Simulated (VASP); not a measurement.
Crystal: MoS2.

```
CELL_PARAMETERS angstrom
0.00000 3.09189 3.09189
3.09189 0.00000 3.09189
3.09189 3.09189 0.00000
ATOMIC_POSITIONS crystal
Mo 0.00000 0.00000 0.00000
S 0.25000 0.25000 0.25000
S 0.75000 0.75000 0.75000
```

```yaml
Program: VASP 6.6.1
Task: relaxation of cell and atoms
Functional: PBE
Potentials_or_basis: VASP PAW PBE potentials, release 64 (Mo_sv, S)
Cutoff: 600 eV
k_mesh: 6 × 6 × 6
Occupations: gaussian, width 0.1 eV
Spin: collinear spin, ferromagnetic start
Starting_moments: "[1.0, 0.0, 0.0] μB"
```

At the start: pressure -11.3 GPa; volume 19.71 Å³/atom.

Q: Where does the relaxation end?

A: Over 3 steps the energy falls by 87.4 meV/atom and the volume is 17.52 Å³/atom (-11.1 %); space group Fm-3m (No. 225, to 0.05 Å); moment 1.86 μB per cell.

The path:
```tsv
step	energy change (eV)	largest force (eV/Å)	pressure (GPa)	volume (Å³)
1	0.0000	0.0000	-11.28	59.12
2	-0.0848	0.0000	13.61	48.02
3	-0.2622	0.0000	-0.01	52.57
```

Final structure:
```
Mo S
1.0
     0.00000    2.97334    2.97334
     2.97334    0.00000    2.97334
     2.97334    2.97334    0.00000
Mo S
1 2
Direct
  0.00000 0.00000 0.00000
  0.25000 0.25000 0.25000
  0.75000 0.75000 0.75000
```
